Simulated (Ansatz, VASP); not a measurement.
**Two plane-wave programs on Pt**

```
Pt
1.0
     9.00000    0.00000    0.00000
     0.00000    9.00000    0.00000
     0.00000    0.00000   11.36000
Pt
2
Direct
  0.50000 0.50000 0.60345
  0.50000 0.50000 0.39613
```

Alike in both runs: task single point; functional PBE; k mesh 1 × 1 × 1; occupations gaussian, width 0.01 eV; non-collinear spin, spin-orbit coupling.

|  | VASP | Ansatz |
| --- | --- | --- |
| version | VASP 6.6.1 | Ansatz 0.2.0 |
| potentials or method | VASP PAW PBE potentials, release 64 (Pt), cutoff 520 eV | plane waves, PAW |
| valence electrons in the cell | 20 | 36 |

Ansatz gave:

```
rms of the force components (eV/Å) : 0.160
net moment per atom (μB)           : 0.95
```

**Question.** Which values does VASP return?

**Answer.** rms of the force components (eV/Å): 0.204; net moment per atom (μB): 0.06.

The net moments are unlike, so the other rows may belong to different states. Atom by atom the forces differ by 0.363 eV/Å (rms over components). VASP's potentials hold 20 valence electrons a cell and Ansatz's 36, so a difference there can come from the potentials and not from the codes. Ansatz's warnings: xc potential rough in thin density.
